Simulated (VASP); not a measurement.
## BaS: electric field gradients with r2SCAN

BaS:

```
CELL_PARAMETERS angstrom
0.00000 3.16039 3.16039
3.16039 0.00000 3.16039
3.16039 3.16039 0.00000
ATOMIC_POSITIONS crystal
Ba 0.00000 0.00000 0.00000
S 0.50000 0.50000 0.50000
```

| Property | Result |
| --- | --- |
| Program | VASP 6.6.1 |
| Task | electric field gradients |
| Functional | r2SCAN |
| Potentials or basis | VASP PAW PBE potentials, release 64 (Ba_sv, S) |
| Cutoff | 520 eV |
| k mesh | 7 × 7 × 7 |
| Occupations | fermi-dirac, width 0.02 eV |
| Spin | no spin polarisation |
| Dipole correction | no |
| Further INCAR settings | ALGO = Normal; EDIFF = 1e-08; NBANDS = 15 |

```json
{
  "Pressure": "3.1 GPa",
  "Band gap on the k mesh": "2.47 eV (least direct gap 2.60 eV)",
  "Largest electric field gradient by atom": "under 0.05 V/Å² on every atom"
}
```

Levels at points of the mesh, in eV from the valence-band top:
| k point | band 6 | band 7 | band 8 | band 9 | band 10 | band 11 |
| --- | --- | --- | --- | --- | --- | --- |
| (0.00, 0.00, 0.00) | 0.00 | 0.00 | 0.00 | 4.31 | 4.31 | 4.31 |

It took 2.4 min on 1 thread of AMD EPYC 7R43 64-Core Processor (Zen 3), on a shared host, peak memory 0.19 GiB.

Caveat: the cell stands under pressure; the PAW data sets were made with another functional, which shifts forces and pressure a little; spin-orbit coupling is left out, which moves the levels of the heavy elements; an odd mesh through Γ misses points on the zone boundary, where band edges can lie.
